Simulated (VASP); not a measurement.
# PtS2 in VASP: further runs, part 2 of 2

VASP 6.6.1. The steps go on from the part before.

### 4 Single point, PBE+D3(BJ)

INCAR

```
PREC = Accurate
ENCUT = 520
EDIFF = 1E-7
ISMEAR = 0
SIGMA = 0.02
LREAL = False
LASPH = True
NELM = 60
ALGO = Normal
ISIF = 2
LWAVE = False
LCHARG = False
LDIPOL = True
IDIPOL = 3
DIPOL = 0.5 0.5 0.500
GGA = PE
IVDW = 12
NBANDS = 18
```

KPOINTS

```
regular mesh
0
Gamma
  9 9 1
```

POSCAR

```
PtS2
1.0
    3.5890000000      0.0000000000      0.0000000000
   -1.7945000000      3.1081651742      0.0000000000
    0.0000000000      0.0000000000     30.8254864268
S Pt
2 1
Direct
    0.6666666667      0.3333333333      0.4583137154
    0.3333333333      0.6666666667      0.5416862846
    0.0000000000      0.0000000000      0.5000000000
```

Potentials or basis: VASP PAW PBE potentials, release 64 (S, Pt).

Run with:

```bash
> cat potpaw_PBE.64/S/POTCAR potpaw_PBE.64/Pt/POTCAR > POTCAR
> mpirun -np 1 vasp_std > vasp.out
```

OUTCAR:

```text
PREC = Accurate
   ENCUT = 520
   EDIFF = 1E-7
   ISMEAR = 0
   LREAL = False
   LASPH = True
   NELM = 60
   ISIF = 2
   GGA = PE
   IVDW = 12
 IVDW          = 12

 ion  position               nearest neighbor table
   1  0.667  0.333  0.458-   3 2.44   3 2.44   3 2.44
   2  0.333  0.667  0.542-   3 2.44   3 2.44   3 2.44
   3  0.000  0.000  0.500-   1 2.44   2 2.44   1 2.44   2 2.44   1 2.44   2 2.44

  LATTYP: Found a hexagonal cell.
 ALAT       =     3.5890000000
 C/A-ratio  =     8.5888789152

  Lattice vectors:

 A1 = (   3.5890000000,   0.0000000000,   0.0000000000)
 A2 = (  -1.7945000000,   3.1081651742,   0.0000000000)
 A3 = (   0.0000000000,   0.0000000000,  30.8254864268)

Analysis of symmetry for initial positions (statically):
=====================================================================
 Subroutine PRICEL returns:
 Original cell was already a primitive cell.

 Routine SETGRP: Setting up the symmetry group for a
 hexagonal supercell.

 Subroutine GETGRP returns: Found 12 space group operations
 (whereof 12 operations were pure point group operations)
 out of a pool of 24 trial point group operations.

The static configuration has the point symmetry D_3d.

Analysis of symmetry for dynamics (positions and initial velocities):
=====================================================================
 Subroutine PRICEL returns:
 Original cell was already a primitive cell.

 Routine SETGRP: Setting up the symmetry group for a
 hexagonal supercell.

 Subroutine GETGRP returns: Found 12 space group operations
 (whereof 12 operations were pure point group operations)
 out of a pool of 24 trial point group operations.

The dynamic configuration has the point symmetry D_3d.

 Subroutine INISYM returns: Found 12 space group operations
 (whereof 12 operations are pure point group operations),
 and found     1 'primitive' translations

----------------------------------------------------------------------------------------

                                     Primitive cell

[... 107 lines left out ...]
   IVDW    =    12    specifies the selected vdW correction
   LEPSILON=     F    determine dielectric tensor
   LRPA    =     F    only Hartree local field effects (RPA)
 non-spin polarized calculation
 Gauss-broadening in eV      SIGMA  =   0.02
  energy-cutoff  :      520.00
  volume of cell :      343.86
 maximum number of plane-waves:      9311
 NGX is ok and might be reduce to    28
   NGX = 13   NGY = 13   NGZ =115

 dipolmoment           0.000000      0.000000      0.000000 electrons x Angstroem

 number of electron      21.9999996 magnetization

 dipolmoment           0.000000      0.000000     -0.000000 electrons x Angstroem

 Free energy of the ion-electron system (eV)
  ---------------------------------------------------
  ext. energy  EPLUGINS =         0.00000000
  ---------------------------------------------------
  free energy    TOTEN  =       -15.40285171 eV

  energy without entropy =      -15.40285171  energy(sigma->0) =      -15.40285171

 E-fermi :  -4.3172     XC(G=0):  -2.1317

 val. band max:       -4.4448882180   @ k =   0.1111   0.0000   0.0000
 cond. band min:      -2.7098750210   @ k =   0.2222   0.0000   0.0000
 fundamental gap:      1.7350131969
 Fermi energy:        -4.3171655837

 k-point     1 :       0.0000    0.0000    0.0000
  band No.  band energies     occupation
      1     -18.0224      2.00000
      2     -16.1303      2.00000
      3      -9.5003      2.00000
      4      -9.5003      2.00000
      5      -9.3894      2.00000
      6      -7.0391      2.00000
[... 229 lines left out ...]
      5      -9.1977      2.00000
      6      -7.6923      2.00000
[... 10 lines left out ...]
     17       5.0183      0.00000
     18       5.1211      0.00000

------------------------ aborting loop because EDIFF is reached ----------------------------------------

 vacuum level on the upper side and lower side of the slab       (xc-potential included)        -0.010        -0.010

 Edisp (eV)   -0.79870

 E8    (eV) :    -0.3441

  FORCE on cell =-STRESS in cart. coord.  units (eV):
  Direction    XX          YY          ZZ          XY          YZ          ZX
  --------------------------------------------------------------------------------------
  -------------------------------------------------------------------------------------
  Total      -2.72018    -2.72018    -2.22191     0.00000     0.00000    -0.00000
  in kB     -12.67420   -12.67420   -10.35262     0.00000     0.00000    -0.00000
  external pressure =      -11.90 kB  Pullay stress =        0.00 kB

 VOLUME and BASIS-vectors are now :
 -----------------------------------------------------------------------------
  energy-cutoff  :      520.00
  volume of cell :      343.86
      direct lattice vectors                 reciprocal lattice vectors
     3.589000000  0.000000000  0.000000000     0.278629145  0.160866612  0.000000000
    -1.794500000  3.108165174  0.000000000     0.000000000  0.321733223  0.000000000
     0.000000000  0.000000000 30.825486427     0.000000000  0.000000000  0.032440688

 POSITION                                       TOTAL-FORCE (eV/Angst)
 -----------------------------------------------------------------------------------
      1.79450      1.03606     14.12774        -0.000000      0.000000      0.853500
     -0.00000      2.07211     16.69774         0.000000      0.000000     -0.853500
      0.00000      0.00000     15.41274        -0.000000      0.000000      0.000000
 -----------------------------------------------------------------------------------
    total drift:                               -0.000000     -0.000000      0.000000

  FREE ENERGIE OF THE ION-ELECTRON SYSTEM (eV)
  ---------------------------------------------------
  free  energy   TOTEN  =       -16.2015518648 eV

  energy  without entropy=      -16.2015518648  energy(sigma->0) =      -16.20155186

 vacuum level on the upper side and lower side of the slab         1.929         1.929
```

It took 3.1 min on 1 thread of Intel Xeon Platinum 8488C (Sapphire Rapids), shared host; peak memory 0.47 GiB.

Results:

```
Free energy                : -16.2016 eV
Largest force              : 0.854 eV/Å
Band gap on the k mesh     : 1.74 eV (least direct gap 1.82 eV)
Dispersion energy per atom : -0.266 eV
```

Forces on the atoms (eV/Å):
```
S    0.000  0.000  0.854
S    0.000  0.000 -0.854
Pt   0.000  0.000  0.000
```

Caveat: spin-orbit coupling is left out, which moves the levels of the heavy elements.

### 5 Single point, PBE+D3(BJ)

This run uses another cell than the first one.

INCAR

```
SYSTEM = PtS2
ALGO = Normal
DIPOL = 0.5 0.5 0.500
EDIFF = 1E-6
ENCUT = 520
GGA = PE
IDIPOL = 3
ISIF = 2
ISMEAR = 0
IVDW = 12
LASPH = .True.
LCHARG = .True.
LDIPOL = .True.
LELF = .True.
LREAL = .False.
LVACPOTAV = .True.
LVHAR = .True.
LWAVE = .False.
NBANDS = 18
NELM = 80
PREC = Accurate
SIGMA = 0.02
```

KPOINTS

```
k-points
0
Gamma
  9 9 1
  0 0 0
```

POSCAR

```
PtS2
1.0
    3.6360000000      0.0000000000      0.0000000000
   -1.8180000000      3.1488683682      0.0000000000
    0.0000000000      0.0000000000     30.8254864268
S Pt
2 1
Direct
    0.6666666667      0.3333333333      0.4618173098
    0.3333333333      0.6666666667      0.5381826902
    0.0000000000      0.0000000000      0.5000000000
```

Potentials or basis: VASP PAW PBE potentials, release 64 (S, Pt).

Run with:

```bash
> cat potpaw_PBE.64/S/POTCAR potpaw_PBE.64/Pt/POTCAR > POTCAR
> mpirun -np 1 vasp_std > vasp.out
```

OUTCAR:

```text
SYSTEM = PtS2
   EDIFF = 1E-6
   ENCUT = 520
   GGA = PE
   ISIF = 2
   ISMEAR = 0
   IVDW = 12
   LASPH = .True.
   LREAL = .False.
   NELM = 80
   PREC = Accurate
 IVDW          = 12

 ion  position               nearest neighbor table
   1  0.667  0.333  0.462-   3 2.41   3 2.41   3 2.41
   2  0.333  0.667  0.538-   3 2.41   3 2.41   3 2.41
   3  0.000  0.000  0.500-   1 2.41   2 2.41   1 2.41   2 2.41   1 2.41   2 2.41

  LATTYP: Found a hexagonal cell.
 ALAT       =     3.6360000000
[... 440 lines left out ...]

  FORCE on cell =-STRESS in cart. coord.  units (eV):
  Direction    XX          YY          ZZ          XY          YZ          ZX
  --------------------------------------------------------------------------------------
  -------------------------------------------------------------------------------------
  Total      -1.86091    -1.86091     0.24414     0.00000     0.00000     0.00000
  in kB      -8.44787    -8.44787     1.10829     0.00000     0.00000     0.00000
  external pressure =       -5.26 kB  Pullay stress =        0.00 kB

 VOLUME and BASIS-vectors are now :
 -----------------------------------------------------------------------------
  energy-cutoff  :      520.00
  volume of cell :      352.93
      direct lattice vectors                 reciprocal lattice vectors
     3.636000000  0.000000000  0.000000000     0.275027503  0.158787203  0.000000000
    -1.818000000  3.148868368  0.000000000     0.000000000  0.317574405  0.000000000
     0.000000000  0.000000000 30.825486427     0.000000000  0.000000000  0.032440688

 POSITION                                       TOTAL-FORCE (eV/Angst)
 -----------------------------------------------------------------------------------
      1.81800      1.04962     14.23574        -0.000000      0.000000     -0.115993
     -0.00000      2.09925     16.58974        -0.000000     -0.000000      0.115993
      0.00000      0.00000     15.41274         0.000000      0.000000      0.000000
 -----------------------------------------------------------------------------------
    total drift:                               -0.000000     -0.000000      0.000000

  FREE ENERGIE OF THE ION-ELECTRON SYSTEM (eV)
  ---------------------------------------------------
  free  energy   TOTEN  =       -16.2227676332 eV

  energy  without entropy=      -16.2227676332  energy(sigma->0) =      -16.22276763

 vacuum level on the upper side and lower side of the slab         1.901         1.901
```

OSZICAR:

```text
N       E                     dE             d eps       ncg     rms          rms(c)
DAV:   1     0.181147362930E+03    0.18115E+03   -0.66688E+03   432   0.844E+02
DAV:   2     0.582278874710E+01   -0.17532E+03   -0.16365E+03   688   0.156E+02
DAV:   3    -0.163810664081E+02   -0.22204E+02   -0.22053E+02   558   0.710E+01
[... 15 lines left out ...]
DAV:  19    -0.154314986730E+02   -0.43622E-05   -0.20307E-07   402   0.213E-03    0.773E-04
DAV:  20    -0.154315000328E+02   -0.13598E-05   -0.28849E-08   468   0.801E-04    0.730E-04
DAV:  21    -0.154315034689E+02   -0.34360E-05   -0.13451E-07   398   0.996E-04    0.177E-03
DAV:  22    -0.154315048197E+02   -0.13509E-05   -0.96805E-08   450   0.110E-03    0.748E-04
DAV:  23    -0.154315050422E+02   -0.22248E-06   -0.60491E-09   460   0.356E-04
   1 F= -.16222768E+02 E0= -.16222768E+02  d E =-.164246E-11
```

Wall time 3.2 min (1 thread of Intel Xeon Platinum 8488C (Sapphire Rapids), shared host); peak memory 0.49 GiB.

What came out:

* Free energy: -16.2228 eV
* Largest force: 0.116 eV/Å
* Band gap on the k mesh: 1.73 eV (least direct gap 1.75 eV)
* Dispersion energy per atom: -0.264 eV
* Ionisation potential of the upper face: 6.36 eV

Forces in eV/Å, atoms in the order of the input:
```
S    0.000  0.000 -0.116
S    0.000  0.000  0.116
Pt   0.000  0.000  0.000
```

Levels at points of the mesh, in eV from the valence-band top:
```
           k point  band 9  band 10  band 11  band 12  band 13  band 14
(0.00, 0.00, 0.00)   -0.56    -0.38    -0.38     3.17     3.17     5.37
```

Caveat: spin-orbit coupling is left out, which moves the levels of the heavy elements.

### 6 Overview

```tsv
cell	gap on the mesh (eV)	largest force (eV/Å)
a = 3.589, b = 3.589, c = 30.825 Å, angles 90.0, 90.0, 120.0°, 3 atoms, atomic positions A	1.82	0.17
a = 3.589, b = 3.589, c = 30.825 Å, angles 90.0, 90.0, 120.0°, 3 atoms, atomic positions B	1.78	0.36
a = 3.589, b = 3.589, c = 30.825 Å, angles 90.0, 90.0, 120.0°, 3 atoms, atomic positions C	1.74	0.85
a = 3.636, b = 3.636, c = 30.825 Å, angles 90.0, 90.0, 120.0°, 3 atoms, atomic positions D	1.73	0.12
```

Alike in all rows: task single point; level PBE+D3(BJ); potentials or basis VASP PAW PBE potentials, release 64 (S, Pt); no spin polarisation; k mesh 9 × 9 × 1; cutoff (eV) 520; smearing gaussian 0.02 eV.

Caveats: spin-orbit coupling is left out, which moves the levels of the heavy elements.

Total energies depend on the potentials used, so only differences within one code and one set of settings carry meaning.
